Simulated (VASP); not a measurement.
GaP: single point with PBEsol

**What was measured.**

From “Stacking defects in GaP nanowires: Electronic structure and optical properties”, 2018, arxiv:1810.01194, for a bulk crystal of GaP at 10 K: band gap 2.34 eV (indirect).

The system is GaP.

```
CELL_PARAMETERS angstrom
0.00000 2.71953 2.71953
2.71953 0.00000 2.71953
2.71953 2.71953 0.00000
ATOMIC_POSITIONS crystal
Ga 0.00000 0.00000 0.00000
P 0.75000 0.75000 0.75000
```

```yaml
Program: VASP 6.6.1
Task: single point
Functional: PBEsol
Potentials_or_basis: VASP PAW PBE potentials, release 64 (Ga_d, P)
Cutoff: 500 eV
k_mesh: 6 × 6 × 6
Occupations: gaussian, width 0.01 eV
Spin: no spin polarisation
Dipole_correction: no
Further_INCAR_settings: ALGO = Normal; EDIFF = 1e-06; NBANDS = 16
```

```json
{
 "Pressure": "-0.1 GPa",
 "Band gap on the k mesh": "1.50 eV (least direct gap 1.80 eV)"
}
```

Levels at points of the mesh, in eV from the valence-band top:
```tsv
k point	band 5	band 6	band 7	band 8	band 9	band 10	band 11	band 12	band 13	band 14
(0.00, 0.00, 0.00)	-14.46	-12.57	0.00	0.00	0.00	1.80	3.82	3.82	3.82	8.59
(0.50, 0.00, 0.00)	-14.45	-10.46	-6.74	-1.14	-1.14	1.60	4.64	4.64	8.10	10.78
(0.50, 0.50, 0.00)	-14.43	-9.54	-6.84	-2.74	-2.74	1.50	1.71	10.59	10.59	11.14
```

It took 12 s on 1 thread of Intel(R) Xeon(R) Platinum 8259CL CPU @ 2.50GHz (Skylake/Cascade Lake), on a shared host, peak memory 0.15 GiB.

Against the measured gap of GaP, 2.34 eV (indirect; 10 K; quoted in “Stacking defects in GaP nanowires: Electronic structure and optical properties”, 2018, arxiv:1810.01194), the calculated 1.50 eV is off by -0.84 eV. Spin-orbit coupling on Ga is left out. The value is that of PBEsol on a finite k mesh, which can miss the band edges, without temperature or zero-point motion. Semilocal functionals fall short of measured gaps as a rule.

Caveat: the PAW data sets were made with another functional, which shifts forces and pressure a little.
